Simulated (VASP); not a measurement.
Crystal: AlN.

```
Al N
1.0
     0.00000    2.01887    2.01887
     2.01887    0.00000    2.01887
     2.01887    2.01887    0.00000
Al N
1 1
Direct
  0.00000 0.00000 0.00000
  0.50000 0.50000 0.50000
```

Base run:

* Program: VASP 6.6.1
* Functional: r2SCAN
* Potentials or basis: VASP PAW PBE potentials, release 64 (Al, N)
* Cutoff: 520 eV
* k mesh: 10 × 10 × 10
* Occupations: gaussian, width 0.01 eV
* Spin: no spin polarisation

Its results: band gap on the k mesh 5.53 eV, indirect (least direct gap 6.58 eV); pressure -0.8 GPa.

Question: The run is repeated on the same cell with these changes: functional from r2SCAN to PBE; occupations from gaussian, width 0.01 eV to fermi-dirac, width 0.02 eV. What comes out?

Answer: Band gap on the k mesh 4.65 eV, indirect (least direct gap 5.74 eV); pressure 6.1 GPa.

Caveats: the PAW data sets were made with another functional, which shifts forces and pressure a little (some runs).

A k mesh can miss the band edges.
